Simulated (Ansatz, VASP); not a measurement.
One calculation of Al3C4, two programs

```xyz
7
Lattice="4.1396 0.0000 0.0000 0.0000 4.1396 0.0000 0.0000 0.0000 4.7833" Properties=species:S:1:pos:R:3 pbc="T T T"
Al    0.0000    0.0000    1.2434
Al    0.0000    0.0000    3.5399
Al    2.0698    2.0698    0.0000
C     1.3262    1.3262    2.3917
C     2.8134    2.8134    2.3917
C     2.8134    1.3262    2.3917
C     1.3262    2.8134    2.3917
```

Alike in both runs: functional PBE; k mesh 4 × 4 × 4; occupations gaussian, width 0.1 eV; no spin polarisation.

Ansatz relaxed the structure, and its values are those at the end. VASP's run is a single point on that final structure, the one shown.

|  | VASP | Ansatz |
| --- | --- | --- |
| version | VASP 6.6.1 | Ansatz 0.2.0 |
| potentials or method | VASP PAW PBE potentials, release 64 (Al, C_h), cutoff 1300 eV | scalar-relativistic, plane waves, PAW |
| valence electrons in the cell | 25 | 25 |

|  | VASP | Ansatz | Ansatz less VASP |
| --- | --- | --- | --- |
| gap on the k mesh at the Fermi level (eV) | none | none | - |
| pressure (GPa) | 0.0 | 0.0 | +0.05 |

A gap of «none» marks a metal or a gap that the smearing closes. With one functional, cell and mesh, what is left measures potentials, basis and numerics.

The k mesh is coarse, so the values compare programs but aren't converged.
